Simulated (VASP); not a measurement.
# Pt: relaxation of cell and atoms with PBEsol

The system is Pt.

```
Pt
1.0
     2.76067    0.00000    0.00000
    -1.38033    2.39081    0.00000
     0.00000    0.00000    4.79213
Pt
2
Direct
  0.33333 0.66667 0.25000
  0.66667 0.33333 0.75000
```

This isn't the form of Pt at room conditions, which is fcc.

| Property | Result |
| --- | --- |
| Program | VASP 6.6.1 |
| Task | relaxation of cell and atoms |
| Functional | PBEsol |
| Potentials or basis | VASP PAW PBE potentials, release 64 (Pt) |
| Cutoff | 600 eV |
| k mesh | 11 × 11 × 6 |
| Occupations | fermi-dirac, width 0.05 eV |
| Spin | no spin polarisation |
| Target pressure | 30 GPa |
| Dipole correction | no |
| Further INCAR settings | ALGO = Normal; EDIFF = 1e-06; IBRION = 2; EDIFFG = -0.01; NSW = 60; ISIF = 3 |

- Relaxed volume: 13.89 Å³/atom
- Relaxed cell: a = 2.664 Å, b = 2.664 Å, c = 4.521 Å, α = 90.00°, β = 90.00°, γ = 120.00°
- Space group after relaxing (to 0.1 Å): P6_3/mmc (No. 194)
- Energy change on relaxing (the run minimises the enthalpy): +79.7 meV/atom
- Ionic steps: 10
- Pressure after relaxing: 30.0 GPa
- Band gap on the k mesh: zero (bands 10 and 11 overlap by 1.45 eV)

The path:
| step | energy change (eV) | largest force (eV/Å) | pressure (GPa) | volume (Å³) |
| --- | --- | --- | --- | --- |
| 1 | 0.0000 | 0.0000 | -10.93 | 31.63 |
| 2 | 19.1438 | 0.0000 | 807.88 | 16.51 |
| 3 | 0.0442 | 0.0000 | 18.83 | 28.60 |
| 4 | 0.0903 | 0.0000 | 23.66 | 28.25 |
| 5 | 0.1638 | 0.0000 | 30.24 | 27.82 |
| 6 | 0.1503 | 0.0000 | 29.09 | 27.89 |
| 7 | 0.1567 | 0.0000 | 29.63 | 27.81 |
| 8 | 0.1525 | 0.0000 | 29.44 | 27.83 |
| 9 | 0.1828 | 0.0000 | 31.95 | 27.67 |
| 10 | 0.1594 | 0.0000 | 30.02 | 27.79 |

Final structure:
```xyz
2
Lattice="2.6641 0.0000 0.0000 -1.3320 2.3072 0.0000 0.0000 0.0000 4.5209" Properties=species:S:1:pos:R:3 pbc="T T T"
Pt    0.0000    1.5381    1.1302
Pt    1.3320    0.7691    3.3907
```

Levels at points of the mesh, in eV from the Fermi level:
```
           k point  band 8  band 9  band 10  band 11  band 12  band 13
(0.00, 0.00, 0.00)   -2.42   -2.42    -1.21    -0.30    -0.30     5.84
(0.00, 0.00, 0.50)   -4.23   -1.01    -1.01    -1.01    -1.01    13.12
```

Run time: 2 min on 1 thread of Intel(R) Xeon(R) Platinum 8488C (Sapphire Rapids), on a shared host, peak memory 0.19 GiB.

Caveat: the cell is relaxed towards a set pressure, so the run minimises the enthalpy, not the energy; the PAW data sets were made with another functional, which shifts forces and pressure a little; spin-orbit coupling is left out, which moves the levels of the heavy elements.
